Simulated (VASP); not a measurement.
## Ni3Ge: single point with r2SCAN

Ni3Ge:

```
Ni Ge
1.0
     3.53033    0.00000    0.00000
     0.00000    3.53033    0.00000
     0.00000    0.00000    3.53033
Ni Ge
3 1
Cartesian
  1.7652 0.0000 1.7652
  0.0000 1.7652 1.7652
  1.7652 1.7652 0.0000
  0.0000 0.0000 0.0000
```

```json
{"Program": "VASP 6.6.1", "Task": "single point", "Functional": "r2SCAN", "Potentials or basis": "VASP PAW PBE potentials, release 64 (Ni, Ge_d)", "Cutoff": "520 eV", "k mesh": "2 × 2 × 2", "Occupations": "gaussian, width 0.1 eV", "Spin": "no spin polarisation"}
```

- Pressure: -2.9 GPa
- Band gap on the k mesh: zero (band 22 reaches 9.83 eV, above the bottom of band 23 at 9.60 eV)

Levels at points of the mesh, in eV from the Fermi level:
| k point | band 19 | band 20 | band 21 | band 22 | band 23 | band 24 |
| --- | --- | --- | --- | --- | --- | --- |
| (0.00, 0.00, 0.00) | -0.64 | -0.64 | -0.28 | 0.03 | 0.03 | 0.03 |
| (0.50, 0.00, 0.00) | -1.27 | -1.15 | -0.68 | 0.03 | 4.05 | 4.05 |
| (0.50, 0.50, 0.00) | -1.25 | -1.06 | -0.92 | -0.85 | 0.68 | 0.68 |
| (0.50, 0.50, 0.50) | -1.12 | -1.12 | -0.33 | -0.20 | -0.20 | -0.20 |

It took 34 s on 1 thread of Intel(R) Xeon(R) Platinum 8488C (Sapphire Rapids), on a shared host, peak memory 0.16 GiB.

Caveat: the k points lie up to 0.89 Å⁻¹ apart; the PAW data sets were made with another functional, which shifts forces and pressure a little. Spin polarisation is off, so any magnetic state and its effect on volume and gap are missing.
